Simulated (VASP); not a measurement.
Set up this calculation in VASP 6.6.1, as the native input.

- Task: single point
- Functional: PBE
- Potentials or basis: VASP PAW PBE potentials, release 64 (Rb_sv, Br)
- Cutoff: 520 eV
- k mesh: 8 × 8 × 8
- Occupations: gaussian, width 0.05 eV
- Spin: no spin polarisation
- Dipole correction: no
- Further INCAR settings: ALGO = Normal; EDIFF = 1e-07; NBANDS = 15

The structure of RbBr lies in POSCAR:

```
RbBr
1.0
   -0.0104268822      3.5100537019      3.4940452496
    3.5273941664      0.0040634155      3.4795549519
    3.5211148003      3.4892840381      0.0103427816
Rb Br
1 1
Direct
    0.5018900408      0.5070292969      0.4907754176
   -0.0018900408     -0.0070292969      0.0092245824
```

This cell differs from its parent crystal: atoms moved at random and the cell strained at random.

These files were run (other wordings do the same):

INCAR

```
PREC = Accurate
ENCUT = 520
EDIFF = 1E-7
ISMEAR = 0
SIGMA = 0.05
LREAL = F
LASPH = T
NELM = 100
ALGO = Normal
ISIF = 2
LWAVE = F
LCHARG = F
GGA = PE
NBANDS = 15
```

KPOINTS

```
regular mesh
0
Gamma
  8 8 8
```

Potentials or basis: VASP PAW PBE potentials, release 64 (Rb_sv, Br).

Launch:

```console
$ cat potpaw_PBE.64/Rb_sv/POTCAR potpaw_PBE.64/Br/POTCAR > POTCAR
$ mpirun -np 1 vasp_std > vasp.out
```

Results of the run:

```
Pressure               : 0.1 GPa
Largest force          : 0.080 eV/Å
Band gap on the k mesh : 4.19 eV
```

Caveat: the cell differs from its parent crystal (atoms moved at random and the cell strained at random).

It took 3.9 min on 1 thread of Intel(R) Xeon(R) 6975P-C (Granite Rapids), on a shared host, peak memory 0.49 GiB.
